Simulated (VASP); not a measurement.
# Y (Fm-3m) in VASP: single point with r2SCAN

Aim: the single point of Y with r2SCAN.

Program: VASP 6.6.1. These are calculated values, not measurements. Logs are shortened: lines on timing, memory, paths and dates and some standing lists are left out, and cuts for length are marked.

## Step 1: The cell of the first run

The structure is cubic, space group Fm-3m (No. 225). The conventional cell has a = 5.109 Å, b = 5.109 Å, c = 5.109 Å, α = 90.00°, β = 90.00°, γ = 90.00°. Within 4.7 Å of Y (site symmetry m-3m) lie 12 Y at 3.61 Å.

## Step 2: Single point, r2SCAN

POSCAR

```
Y
1.0
    0.0000000000      2.5545791154      2.5545791154
    2.5545791154      0.0000000000      2.5545791154
    2.5545791154      2.5545791154      0.0000000000
Y
1
Direct
    0.0000000000      0.0000000000      0.0000000000
```

INCAR.step1

```
SYSTEM = Y
PREC = Accurate
ENCUT = 520
ISMEAR = -1
SIGMA = 0.1
LREAL = .False.
LASPH = .True.
NELM = 100
NBANDS = 12
GGA = PE
ALGO = Normal
EDIFF = 1E-4
LWAVE = .True.
LCHARG = .False.
```

INCAR.step2

```
SYSTEM = Y
PREC = Accurate
ENCUT = 520
EDIFF = 1E-6
ISMEAR = -1
SIGMA = 0.1
LREAL = .False.
LASPH = .True.
NELM = 100
ALGO = Normal
ISIF = 2
LWAVE = .False.
LCHARG = .False.
METAGGA = R2SCAN
LMIXTAU = .True.
NBANDS = 12
ISTART = 1
```

KPOINTS

```
regular mesh
0
Gamma
  15 15 15
  0 0 0
```

Potentials or basis: VASP PAW PBE potentials, release 64 (Y_sv).

Command:

```console
> cat potpaw_PBE.64/Y_sv/POTCAR > POTCAR
> cp INCAR.step1 INCAR
> mpirun -np 1 vasp_std > vasp.out
> cp INCAR.step2 INCAR
> mpirun -np 1 vasp_std > vasp.out
```

OUTCAR:

```text
SYSTEM = Y
   PREC = Accurate
   ENCUT = 520
   EDIFF = 1E-6
   ISMEAR = -1
   LREAL = .False.
   LASPH = .True.
   NELM = 100
   ISIF = 2
   METAGGA = R2SCAN
   ISTART = 1

 ion  position               nearest neighbor table
   1  0.000  0.000  0.000-

  LATTYP: Found a face centered cubic cell.
 ALAT       =     5.1091582308

  Lattice vectors:

 A1 = (   0.0000000000,   2.5545791154,   2.5545791154)
 A2 = (   2.5545791154,   0.0000000000,   2.5545791154)
 A3 = (   2.5545791154,   2.5545791154,   0.0000000000)

Analysis of symmetry for initial positions (statically):
=====================================================================
 Subroutine PRICEL returns:
 Original cell was already a primitive cell.

 Routine SETGRP: Setting up the symmetry group for a
 face centered cubic supercell.

 Subroutine GETGRP returns: Found 48 space group operations
[... 9 lines left out ...]

 Routine SETGRP: Setting up the symmetry group for a
 face centered cubic supercell.

 Subroutine GETGRP returns: Found 48 space group operations
[... 11 lines left out ...]
                                     Primitive cell

  volume of cell :      33.3417

  direct lattice vectors                    reciprocal lattice vectors
     0.000000000  2.554579115  2.554579115    -0.195726958  0.195726958  0.195726958
     2.554579115  0.000000000  2.554579115     0.195726958 -0.195726958  0.195726958
     2.554579115  2.554579115  0.000000000     0.195726958  0.195726958 -0.195726958

  length of vectors
     3.612720431  3.612720431  3.612720431     0.339009036  0.339009036  0.339009036

  position of ions in fractional coordinates (direct lattice)
     0.000000000  0.000000000  0.000000000

  ion indices of the primitive-cell ions
   primitive index   ion index
                 1           1

----------------------------------------------------------------------------------------

 KPOINTS: regular mesh

Automatic generation of k-mesh.
 Grid dimensions read from file:
 generate k-points for:   15   15   15

 Generating k-lattice:

  Cartesian coordinates                     Fractional coordinates (reciprocal lattice)
    -0.013048464  0.013048464  0.013048464     0.066666667  0.000000000  0.000000000
     0.013048464 -0.013048464  0.013048464     0.000000000  0.066666667  0.000000000
     0.013048464  0.013048464 -0.013048464     0.000000000  0.000000000  0.066666667

  Length of vectors
     0.022600602  0.022600602  0.022600602

  Shift w.r.t. Gamma in fractional coordinates (k-lattice)
     0.000000000  0.000000000  0.000000000

 Subroutine IBZKPT returns following result:
 ===========================================

 Found    120 irreducible k-points:

 Following reciprocal coordinates:
            Coordinates               Weight
  0.000000  0.000000  0.000000      1.000000
  0.066667  0.000000  0.000000      8.000000
  0.133333  0.000000  0.000000      8.000000
  0.200000  0.000000  0.000000      8.000000
  0.266667  0.000000  0.000000      8.000000
  0.333333  0.000000  0.000000      8.000000
[... 16 lines left out ...]
  0.133333  0.133333  0.000000      6.000000
  0.200000  0.133333  0.000000     24.000000
 [... further k-points ...]
   k-points           NKPTS =    120   k-points in BZ     NKDIM =    120   number of bands    NBANDS=     12
   number of dos      NEDOS =    301   number of ions     NIONS =      1
   total plane-waves  NPLWV =  21952
   dimension x,y,z NGX =    28 NGY =   28 NGZ =   28
   dimension x,y,z NGXF=    56 NGYF=   56 NGZF=   56
   ions per type =               1
   NGX,Y,Z   is equivalent  to a cutoff of  12.88, 12.88, 12.88 a.u.
   NGXF,Y,Z  is equivalent  to a cutoff of  25.77, 25.77, 25.77 a.u.
 SYSTEM =  Y
   PREC   = accura    normal or accurate (medium, high low for compatibility)
   ISTART =      1    job   : 0-new  1-cont  2-samecut
   ICHARG =      0    charge: 1-file 2-atom 10-const
   ISPIN  =      1    spin polarized calculation?
   LNONCOLLINEAR =      F non collinear calculations
   LSORBIT =      F    spin-orbit coupling
   LASPH  =      T    aspherical Exc in radial PAW
   ENCUT  =  520.0 eV  38.22 Ry    6.18 a.u.   6.72  6.72  6.72*2*pi/ulx,y,z
   NELM   =    100;   NELMIN=  2; NELMDL=  0     # of ELM steps
   EDIFF  = 0.1E-05   stopping-criterion for ELM
   LREAL  =      F    real-space projection
   EDIFFG = 0.1E-04   stopping-criterion for IOM
   NSW    =      0    number of steps for IOM
   IBRION =     -1    ionic relax: 0-MD 1-quasi-New 2-CG
   NFREE  =      0    steps in history (QN), initial steepest desc. (CG)
   ISIF   =      2    stress and relaxation
   ISYM   =      2    0-nonsym 1-usesym 2-fastsym
   POTIM  = 0.5000    time-step for ionic-motion
   TEBEG  =    0.0;   TEEND  =   0.0 temperature during run
   PSTRESS=    0.0 pullay stress
   NELECT =      11.0000    total number of electrons
   NUPDOWN=      -1.0000    fix difference up-down
   EMIN   =  10.00;   EMAX   =-10.00  energy-range for DOS
   EFERMI =   0.00;   METHOD = LEGACY
   ISMEAR =    -1;   SIGMA  =   0.10  broadening in eV -4-tet -1-fermi 0-gaus
   EFERMI_NEDOS =   21; number of points for ismear=-14 and -15
   IALGO  =     38    algorithm
   IMIX   =      4    mixing-type and parameters
     AMIX     =   0.40;   BMIX     =  1.00
     AMIX_MAG =   1.60;   BMIX_MAG =  1.00
  volume/ion in A,a.u.               =      33.34       225.00
  Fermi-wavevector in a.u.,A,eV,Ry     =   1.131209  2.137676 17.410490  1.279635
  Thomas-Fermi vector in A             =   2.267908
   LORBIT       =      0    0 simple, 1 ext, 2 COOP (PROOUT), +10 PAW based schemes
   METAGGA = R2SCAN    functional components
   LHFCALC =     F    Hartree Fock is set to
   AEXX    =    0.0000 exact exchange contribution
   IVDW    =     0    specifies the selected vdW correction
   LEPSILON=     F    determine dielectric tensor
   LRPA    =     F    only Hartree local field effects (RPA)
 non-spin polarized calculation
  energy-cutoff  :      520.00
  volume of cell :       33.34
 maximum number of plane-waves:       918
   NGX = 13   NGY = 13   NGZ = 13

 number of electron      11.0000001 magnetization

 Free energy of the ion-electron system (eV)
  ---------------------------------------------------
  ext. energy  EPLUGINS =         0.00000000
  ---------------------------------------------------
  free energy    TOTEN  =       -20.24987940 eV

  energy without entropy =      -20.19381360  energy(sigma->0) =      -20.22184650

 E-fermi :   3.0211     XC(G=0): -10.0164

 val. band max:        3.0053587441   @ k =  -0.4000   0.4000   0.2000
 cond. band min:       3.0305283145   @ k =   0.4000   0.2667   0.0667
 fundamental gap:      0.0251695704
 Fermi energy:         3.0211432070

 k-point     1 :       0.0000    0.0000    0.0000
  band No.  band energies     occupation
      1     -41.2218      2.00000
      2     -20.2702      2.00000
      3     -20.2702      2.00000
      4     -20.2702      2.00000
      5      -1.9457      2.00000
      6       5.0426      0.00000
      7       5.0426      0.00000
      8       5.0426      0.00000
      9       7.1229      0.00000
     10       7.1229      0.00000
     11      12.2745      0.00000
     12      15.7327      0.00000

 k-point     2 :       0.0667    0.0000    0.0000
  band No.  band energies     occupation
      1     -41.2190      2.00000
      2     -20.2953      2.00000
      3     -20.2734      2.00000
      4     -20.2733      2.00000
      5      -1.8334      2.00000
      6       4.9022      0.00000
      7       5.0957      0.00000
      8       5.0957      0.00000
      9       7.0600      0.00000
     10       7.0600      0.00000
     11      12.5431      0.00000
     12      15.1755      0.00000

 k-point     3 :       0.1333    0.0000    0.0000
  band No.  band energies     occupation
      1     -41.2112      2.00000
      2     -20.3655      2.00000
      3     -20.2821      2.00000
      4     -20.2821      2.00000
      5      -1.5078      2.00000
      6       4.5510      0.00000
      7       5.2234      0.00000
      8       5.2234      0.00000
      9       6.9336      0.00000
     10       6.9336      0.00000
     11      13.1896      0.00000
     12      14.2593      0.00000

 k-point     4 :       0.2000    0.0000    0.0000
  band No.  band energies     occupation
      1     -41.1997      2.00000
      2     -20.4672      2.00000
      3     -20.2950      2.00000
      4     -20.2950      2.00000
      5      -1.0040      2.00000
      6       4.1258      0.00003
      7       5.3184      0.00000
      8       5.3184      0.00000
      9       6.9139      0.00000
     10       6.9139      0.00000
     11      13.0298      0.00000
     12      14.3687      0.00000

 k-point     5 :       0.2667    0.0000    0.0000
  band No.  band energies     occupation
      1     -41.1864      2.00000
      2     -20.5816      2.00000
      3     -20.3097      2.00000
      4     -20.3097      2.00000
      5      -0.3859      2.00000
      6       3.7415      0.00149
      7       5.2657      0.00000
      8       5.2657      0.00000
      9       7.1615      0.00000
     10       7.1615      0.00000
     11      12.2871      0.00000
     12      14.6739      0.00000
[... 228 lines left out ...]
      1     -41.2055      2.00000
      2     -20.4062      2.00000
      3     -20.3051      2.00000
      4     -20.2816      2.00000
      5      -1.2637      2.00000
      6       4.3307      0.00000
      7       5.2543      0.00000
      8       5.3451      0.00000
      9       6.6028      0.00000
     10       7.1418      0.00000
     11      13.5761      0.00000
     12      14.0986      0.00000

 k-point    22 :      -0.0667    0.0667    0.0000
  band No.  band energies     occupation
      1     -41.2146      2.00000
      2     -20.3302      2.00000
      3     -20.2876      2.00000
      4     -20.2744      2.00000
      5      -1.6499      2.00000
      6       4.6921      0.00000
      7       5.1744      0.00000
      8       5.1819      0.00000
      9       6.8351      0.00000
     10       7.1090      0.00000
     11      12.9559      0.00000
     12      14.7234      0.00000

 k-point    23 :       0.1333    0.1333    0.0000
  band No.  band energies     occupation
      1     -41.2077      2.00000
      2     -20.3632      2.00000
      3     -20.3028      2.00000
      4     -20.3028      2.00000
      5      -1.3639      2.00000
      6       4.3501      0.00000
      7       5.3701      0.00000
      8       5.3701      0.00000
      9       6.2914      0.00000
     10       7.3261      0.00000
     11      13.5979      0.00000
     12      14.9912      0.00000

 k-point    24 :       0.2000    0.1333    0.0000
  band No.  band energies     occupation
      1     -41.1991      2.00000
      2     -20.4293      2.00000
      3     -20.3193      2.00000
      4     -20.3149      2.00000
      5      -0.9918      2.00000
      6       4.0305      0.00008
      7       5.4435      0.00000
      8       5.5360      0.00000
      9       6.0656      0.00000
     10       7.4183      0.00000
     11      14.2386      0.00000
     12      14.5136      0.00000

 [... further k-points ...]
[... 5 lines left out ...]
  --------------------------------------------------------------------------------------
  -------------------------------------------------------------------------------------
  Total        0.0278210      0.0278210      0.0278210     -0.0000000      0.0000000     -0.0000000
  in kB        1.3368867      1.3368867      1.3368867     -0.0000000      0.0000000     -0.0000000
  external PRESSURE =       1.3368867 kB  Pullay stress =       0.0000000 kB

 VOLUME and BASIS-vectors are now :
 -----------------------------------------------------------------------------
  energy-cutoff  :      520.00
  volume of cell :       33.34
      direct lattice vectors                 reciprocal lattice vectors
     0.000000000  2.554579115  2.554579115    -0.195726958  0.195726958  0.195726958
     2.554579115  0.000000000  2.554579115     0.195726958 -0.195726958  0.195726958
     2.554579115  2.554579115  0.000000000     0.195726958  0.195726958 -0.195726958

 POSITION                                       TOTAL-FORCE (eV/Angst)
 -----------------------------------------------------------------------------------
      0.00000      0.00000      0.00000         0.000000     -0.000000      0.000000
 -----------------------------------------------------------------------------------
    total drift:                               -0.000000     -0.000000     -0.000000

  FREE ENERGIE OF THE ION-ELECTRON SYSTEM (eV)
  ---------------------------------------------------
  free  energy   TOTEN  =       -20.2498793972 eV

  energy  without entropy=      -20.1938136039  energy(sigma->0) =      -20.22184650
```

It took 87 s on 1 thread of Intel Xeon 6975P-C (Granite Rapids), shared host; peak memory 0.21 GiB.

Results:

* Free energy: -20.2499 eV
* Pressure: 0.1 GPa

Caveat: the PAW data sets were made with another functional, which shifts forces and pressure a little.
